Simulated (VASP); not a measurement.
# Ca4Si3N (I4/mcm) in VASP: single point with PBE

Aim: the single point of Ca4Si3N with PBE.

Everything below comes from runs of VASP 6.6.1. Logs are shortened: lines on timing, memory, paths and dates and some standing lists are left out, and cuts for length are marked.

## (1) The cell of the first run

Symmetry: I4/mcm, No. 140, tetragonal system. Conventional cell: a = 7.459 Å, b = 7.459 Å, c = 15.291 Å, α = 90.00°, β = 90.00°, γ = 90.00°. Within 3.0 Å of Ca (site symmetry m) lie 1 N at 2.29 Å. Si (site symmetry m2m) has 1 Si at 2.18 Å within 2.9 Å. Si (site symmetry 422) has 8 Ca at 3.13 Å and 4 N at 3.73 Å within 4.1 Å. Within 3.0 Å of N (site symmetry -42m) lie 4 Ca at 2.29 Å.

## (2) Single point, PBE

INCAR reads:

```
ALGO = Fast
EDIFF = 1E-6
ENCUT = 520
GGA = PE
ISIF = 2
ISMEAR = 0
LASPH = True
LCHARG = False
LREAL = Auto
LWAVE = False
NBANDS = 71
NELM = 60
PREC = Accurate
SIGMA = 0.2
```

KPOINTS reads:

```
k-points
0
Gamma
  3 3 3
```

POSCAR reads:

```
Ca4Si3N
1.0
   -3.7293555888      3.7293555888      7.6454177557
    3.7293555888     -3.7293555888      7.6454177557
    3.7293555888      3.7293555888     -7.6454177557
Ca Si N
8 6 2
Direct
    0.6771253649      0.5130282477      0.5000000000
    0.8228746351      0.3228746351      0.8359028828
    0.4869717523      0.9869717523      0.1640971172
    0.0130282477      0.1771253649      0.5000000000
    0.5130282477      0.0130282477      0.8359028828
    0.1771253649      0.6771253649      0.1640971172
    0.3228746351      0.4869717523      0.5000000000
    0.9869717523      0.8228746351      0.5000000000
    0.8964664270      0.3964664270      0.2929328539
    0.1035335730      0.6035335730      0.7070671461
    0.3964664270      0.1035335730      0.5000000000
    0.6035335730      0.8964664270      0.5000000000
    0.7500000000      0.7500000000      0.0000000000
    0.2500000000      0.2500000000      0.0000000000
    0.7500000000      0.2500000000      0.5000000000
    0.2500000000      0.7500000000      0.5000000000
```

Potentials or basis: VASP PAW PBE potentials, release 64 (Ca_sv, Si, N).

The run is started by

```bash
> cat potpaw_PBE.64/Ca_sv/POTCAR potpaw_PBE.64/Si/POTCAR potpaw_PBE.64/N/POTCAR > POTCAR
> mpirun -np 1 vasp_std > vasp.out
```

OUTCAR:

```text
EDIFF = 1E-6
   ENCUT = 520
   GGA = PE
   ISIF = 2
   ISMEAR = 0
   LASPH = True
   LREAL = Auto
   NELM = 60
   PREC = Accurate

 ion  position               nearest neighbor table
   1  0.677  0.513  0.500-  15 2.29  13 3.13  14 3.13  10 3.15   9 3.15
   2  0.823  0.323  0.836-  15 2.29  14 3.13  13 3.13  12 3.15  11 3.15
   3  0.487  0.987  0.164-  15 2.29  14 3.13  13 3.13  12 3.15  11 3.15
   4  0.013  0.177  0.500-  15 2.29  14 3.13  13 3.13  10 3.15   9 3.15
   5  0.513  0.013  0.836-  16 2.29  14 3.13  13 3.13  12 3.15  11 3.15
   6  0.177  0.677  0.164-  16 2.29  14 3.13  13 3.13  12 3.15  11 3.15
   7  0.323  0.487  0.500-  16 2.29  13 3.13  14 3.13   9 3.15  10 3.15
   8  0.987  0.823  0.500-  16 2.29  14 3.13  13 3.13   9 3.15  10 3.15
   9  0.896  0.396  0.293-  10 2.18   8 3.15   7 3.15   4 3.15   1 3.15
  10  0.104  0.604  0.707-   9 2.18   4 3.15   1 3.15   8 3.15   7 3.15
  11  0.396  0.104  0.500-  12 2.18   3 3.15   5 3.15   6 3.15   2 3.15
  12  0.604  0.896  0.500-  11 2.18   3 3.15   5 3.15   6 3.15   2 3.15
  13  0.750  0.750  0.000-   2 3.13   3 3.13   4 3.13   5 3.13   6 3.13   8 3.13   1 3.13   7 3.13

  14  0.250  0.250  0.000-   1 3.13   2 3.13   3 3.13   5 3.13   6 3.13   7 3.13   4 3.13   8 3.13

  15  0.750  0.250  0.500-   1 2.29   2 2.29   3 2.29   4 2.29
  16  0.250  0.750  0.500-   5 2.29   6 2.29   7 2.29   8 2.29

  LATTYP: Found a body centered tetragonal cell.
 ALAT       =     7.4587111776
 C/A-ratio  =     2.0500640322

  Lattice vectors:

 A1 = (  -3.7293555888,   3.7293555888,   7.6454177557)
 A2 = (   3.7293555888,  -3.7293555888,   7.6454177557)
 A3 = (   3.7293555888,   3.7293555888,  -7.6454177557)

Analysis of symmetry for initial positions (statically):
=====================================================================
 Subroutine PRICEL returns:
 Original cell was already a primitive cell.

 Routine SETGRP: Setting up the symmetry group for a
 body centered tetragonal supercell.

 Subroutine GETGRP returns: Found 16 space group operations
 (whereof  8 operations were pure point group operations)
 out of a pool of 16 trial point group operations.

The static configuration has the point symmetry C_4h.
 The point group associated with its full space group is D_4h.

Analysis of symmetry for dynamics (positions and initial velocities):
=====================================================================
 Subroutine PRICEL returns:
 Original cell was already a primitive cell.

 Routine SETGRP: Setting up the symmetry group for a
 body centered tetragonal supercell.

 Subroutine GETGRP returns: Found 16 space group operations
 (whereof  8 operations were pure point group operations)
 out of a pool of 16 trial point group operations.

The dynamic configuration has the point symmetry C_4h.
 The point group associated with its full space group is D_4h.

 Subroutine INISYM returns: Found 16 space group operations
 (whereof  8 operations are pure point group operations),
 and found     1 'primitive' translations

----------------------------------------------------------------------------------------

                                     Primitive cell

  volume of cell :     425.3327

  direct lattice vectors                    reciprocal lattice vectors
    -3.729355589  3.729355589  7.645417756     0.000000000  0.134071420  0.065398650
     3.729355589 -3.729355589  7.645417756     0.134071420  0.000000000  0.065398650
     3.729355589  3.729355589 -7.645417756     0.134071420  0.134071420  0.000000000

  length of vectors
     9.288089086  9.288089086  9.288089086     0.149171476  0.149171476  0.189605621

  position of ions in fractional coordinates (direct lattice)
     0.677125365  0.513028248  0.500000000
     0.822874635  0.322874635  0.835902883
     0.486971752  0.986971752  0.164097117
     0.013028248  0.177125365  0.500000000
     0.513028248  0.013028248  0.835902883
     0.177125365  0.677125365  0.164097117
[... 8 lines left out ...]
     0.750000000  0.250000000  0.500000000
     0.250000000  0.750000000  0.500000000

  ion indices of the primitive-cell ions
   primitive index   ion index
                 1           1
                 2           2
                 3           3
                 4           4
                 5           5
                 6           6
[... 8 lines left out ...]
                15          15
                16          16

----------------------------------------------------------------------------------------

 KPOINTS: k-points

Automatic generation of k-mesh.
 Grid dimensions read from file:
 generate k-points for:    3    3    3

 Generating k-lattice:

  Cartesian coordinates                     Fractional coordinates (reciprocal lattice)
     0.000000000  0.044690473  0.021799550     0.333333333  0.000000000  0.000000000
     0.044690473  0.000000000  0.021799550     0.000000000  0.333333333  0.000000000
     0.044690473  0.044690473  0.000000000     0.000000000  0.000000000  0.333333333

  Length of vectors
     0.049723825  0.049723825  0.063201874

  Shift w.r.t. Gamma in fractional coordinates (k-lattice)
     0.000000000  0.000000000  0.000000000

 Subroutine IBZKPT returns following result:
 ===========================================

 Found      6 irreducible k-points:

 Following reciprocal coordinates:
            Coordinates               Weight
  0.000000  0.000000  0.000000      1.000000
  0.333333  0.000000 -0.000000      8.000000
  0.333333  0.333333  0.000000      8.000000
 -0.333333  0.333333  0.000000      4.000000
 -0.333333  0.333333  0.333333      4.000000
 -0.333333 -0.333333  0.333333      2.000000
   k-points           NKPTS =      6   k-points in BZ     NKDIM =      6   number of bands    NBANDS=     71
   number of dos      NEDOS =    301   number of ions     NIONS =     16
   total plane-waves  NPLWV = 343000
   dimension x,y,z NGX =    70 NGY =   70 NGZ =   70
   dimension x,y,z NGXF=   140 NGYF=  140 NGZF=  140
   ions per type =               8   6   2
   NGX,Y,Z   is equivalent  to a cutoff of  12.53, 12.53, 12.53 a.u.
   NGXF,Y,Z  is equivalent  to a cutoff of  25.06, 25.06, 25.06 a.u.
 SYSTEM =  unknown system
   PREC   = accura    normal or accurate (medium, high low for compatibility)
   ISTART =      0    job   : 0-new  1-cont  2-samecut
   ICHARG =      2    charge: 1-file 2-atom 10-const
   ISPIN  =      1    spin polarized calculation?
   LNONCOLLINEAR =      F non collinear calculations
   LSORBIT =      F    spin-orbit coupling
   LASPH  =      T    aspherical Exc in radial PAW
   ENCUT  =  520.0 eV  38.22 Ry    6.18 a.u.  17.27 17.27 17.27*2*pi/ulx,y,z
   NELM   =     60;   NELMIN=  2; NELMDL= -5     # of ELM steps
   EDIFF  = 0.1E-05   stopping-criterion for ELM
   LREAL  =      T    real-space projection
   EDIFFG = 0.1E-04   stopping-criterion for IOM
   NSW    =      0    number of steps for IOM
[... 5 lines left out ...]
   TEBEG  =    0.0;   TEEND  =   0.0 temperature during run
   PSTRESS=    0.0 pullay stress
   NELECT =     114.0000    total number of electrons
   NUPDOWN=      -1.0000    fix difference up-down
   EMIN   =  10.00;   EMAX   =-10.00  energy-range for DOS
   EFERMI =   0.00;   METHOD = LEGACY
   ISMEAR =     0;   SIGMA  =   0.20  broadening in eV -4-tet -1-fermi 0-gaus
   EFERMI_NEDOS =   21; number of points for ismear=-14 and -15
   IALGO  =     68    algorithm
   IMIX   =      4    mixing-type and parameters
     AMIX     =   0.40;   BMIX     =  1.00
     AMIX_MAG =   1.60;   BMIX_MAG =  1.00
  volume/ion in A,a.u.               =      26.58       179.39
  Fermi-wavevector in a.u.,A,eV,Ry     =   1.055521  1.994645 15.158583  1.114124
  Thomas-Fermi vector in A             =   2.190722
   LORBIT       =      0    0 simple, 1 ext, 2 COOP (PROOUT), +10 PAW based schemes
   GGA     = PE    functional components
   LHFCALC =     F    Hartree Fock is set to
   AEXX    =    0.0000 exact exchange contribution
   IVDW    =     0    specifies the selected vdW correction
   LEPSILON=     F    determine dielectric tensor
   LRPA    =     F    only Hartree local field effects (RPA)
 non-spin polarized calculation
 RMM-DIIS sequential band-by-band and
 Gauss-broadening in eV      SIGMA  =   0.20
  energy-cutoff  :      520.00
  volume of cell :      425.33
 maximum number of plane-waves:     11474
 NGX is ok and might be reduce to    70
   NGX = 35   NGY = 35   NGZ = 35

 number of electron     113.9999999 magnetization

 Free energy of the ion-electron system (eV)
  ---------------------------------------------------
  ext. energy  EPLUGINS =         0.00000000
  ---------------------------------------------------
  free energy    TOTEN  =       -67.80791872 eV

  energy without entropy =      -67.65629397  energy(sigma->0) =      -67.73210635

 E-fermi :   2.5587     XC(G=0):  -8.5465

 val. band max:        2.3935986257   @ k =  -0.3333  -0.3333   0.3333
 cond. band min:       2.5703681134   @ k =   0.3333   0.0000  -0.0000
 fundamental gap:      0.1767694877
 Fermi energy:         2.5586754778

 k-point     1 :       0.0000    0.0000    0.0000
  band No.  band energies     occupation
      1     -37.5809      2.00000
      2     -37.5632      2.00000
      3     -37.5622      2.00000
      4     -37.5622      2.00000
      5     -37.5578      2.00000
      6     -37.5564      2.00000
[... 61 lines left out ...]
     68       5.5085      0.00000
     69       5.7266      0.00000

 k-point     2 :       0.3333    0.0000   -0.0000
  band No.  band energies     occupation
      1     -37.5775      2.00000
      2     -37.5692      2.00000
      3     -37.5634      2.00000
      4     -37.5632      2.00000
      5     -37.5545      2.00000
      6     -37.5518      2.00000
[... 61 lines left out ...]
     68       5.5435      0.00000
     69       5.6112      0.00000

 k-point     3 :       0.3333    0.3333    0.0000
  band No.  band energies     occupation
      1     -37.5752      2.00000
      2     -37.5712      2.00000
      3     -37.5631      2.00000
      4     -37.5623      2.00000
      5     -37.5565      2.00000
      6     -37.5530      2.00000
[... 61 lines left out ...]
     68       5.7412      0.00000
     69       5.7787      0.00000

 k-point     4 :      -0.3333    0.3333    0.0000
  band No.  band energies     occupation
      1     -37.5754      2.00000
      2     -37.5711      2.00000
      3     -37.5632      2.00000
      4     -37.5622      2.00000
      5     -37.5564      2.00000
      6     -37.5531      2.00000
[... 61 lines left out ...]
     68       5.7315      0.00000
     69       5.7390      0.00000

 k-point     5 :      -0.3333    0.3333    0.3333
  band No.  band energies     occupation
      1     -37.5773      2.00000
      2     -37.5693      2.00000
      3     -37.5633      2.00000
      4     -37.5633      2.00000
      5     -37.5546      2.00000
      6     -37.5520      2.00000
[... 61 lines left out ...]
     68       5.4810      0.00000
     69       5.6270      0.00000

 k-point     6 :      -0.3333   -0.3333    0.3333
  band No.  band energies     occupation
      1     -37.5807      2.00000
      2     -37.5631      2.00000
      3     -37.5623      2.00000
      4     -37.5623      2.00000
      5     -37.5579      2.00000
      6     -37.5565      2.00000
[... 61 lines left out ...]
     68       5.7687      0.00000
     69       5.9440      0.00000
 [bands above 69 left out]

------------------------ aborting loop because EDIFF is reached ----------------------------------------

  FORCE on cell =-STRESS in cart. coord.  units (eV):
  Direction    XX          YY          ZZ          XY          YZ          ZX
  --------------------------------------------------------------------------------------
  -------------------------------------------------------------------------------------
  Total       -0.0287695     -0.0287695     -1.6858827      0.0000000     -0.0000000      0.0000000
  in kB       -0.1083711     -0.1083711     -6.3505177      0.0000000     -0.0000000      0.0000000
  external PRESSURE =      -2.1890866 kB  Pullay stress =       0.0000000 kB

 VOLUME and BASIS-vectors are now :
 -----------------------------------------------------------------------------
  energy-cutoff  :      520.00
  volume of cell :      425.33
      direct lattice vectors                 reciprocal lattice vectors
    -3.729355589  3.729355589  7.645417756     0.000000000  0.134071420  0.065398650
     3.729355589 -3.729355589  7.645417756     0.134071420  0.000000000  0.065398650
     3.729355589  3.729355589 -7.645417756     0.134071420  0.134071420  0.000000000

 POSITION                                       TOTAL-FORCE (eV/Angst)
 -----------------------------------------------------------------------------------
      1.25270      2.47665      5.27651         0.012753     -0.012753      0.037491
      1.25270      4.98206      2.36891         0.012753      0.012753     -0.037491
      2.47665     -1.25270     10.01432        -0.012753     -0.012753     -0.037491
      2.47665      1.25270     -2.36891        -0.012753      0.012753      0.037491
      1.25270      4.98206     -2.36891         0.012753      0.012753      0.037491
      2.47665     -1.25270      5.27651        -0.012753     -0.012753      0.037491
[... 8 lines left out ...]
      0.00000      3.72936      3.82271        -0.000000      0.000000      0.000000
      3.72936      0.00000      3.82271        -0.000000      0.000000      0.000000
 -----------------------------------------------------------------------------------
    total drift:                                0.000000      0.000000     -0.000000

  FREE ENERGIE OF THE ION-ELECTRON SYSTEM (eV)
  ---------------------------------------------------
  free  energy   TOTEN  =       -67.8079187238 eV

  energy  without entropy=      -67.6562939703  energy(sigma->0) =      -67.73210635
```

Wall time 12 min (1 thread of Oxide Virtual Turin-like, shared host); peak memory 0.74 GiB.

Results:

* Free energy: -67.8079 eV
* Pressure: -0.2 GPa
* Largest force: 0.042 eV/Å
* Band gap on the k mesh: zero (bands 57 and 58 overlap by 0.39 eV)

Forces on the atoms (eV/Å):
```
Ca   0.013 -0.013  0.037
Ca   0.013  0.013 -0.037
Ca  -0.013 -0.013 -0.037
Ca  -0.013  0.013  0.037
Ca   0.013  0.013  0.037
Ca  -0.013 -0.013  0.037
Ca  -0.013  0.013 -0.037
Ca   0.013 -0.013 -0.037
Si   0.017  0.017  0.000
Si  -0.017 -0.017  0.000
Si  -0.017  0.017  0.000
Si   0.017 -0.017  0.000
Si   0.000  0.000  0.000
Si   0.000  0.000  0.000
N    0.000  0.000  0.000
N    0.000  0.000  0.000
```

Stress tensor (GPa, compression positive):
```
-0.01  0.00  0.00
 0.00 -0.01  0.00
 0.00  0.00 -0.64
```

Levels at points of the mesh, in eV from the Fermi level:
```csv
k point,band 53,band 54,band 55,band 56,band 57,band 58,band 59,band 60
"(0.00, 0.00, 0.00)",-0.81,-0.39,0.01,0.01,0.13,0.13,0.51,0.51
```

The gap in the log of VASP goes by the Fermi energy; the results here count the filled bands.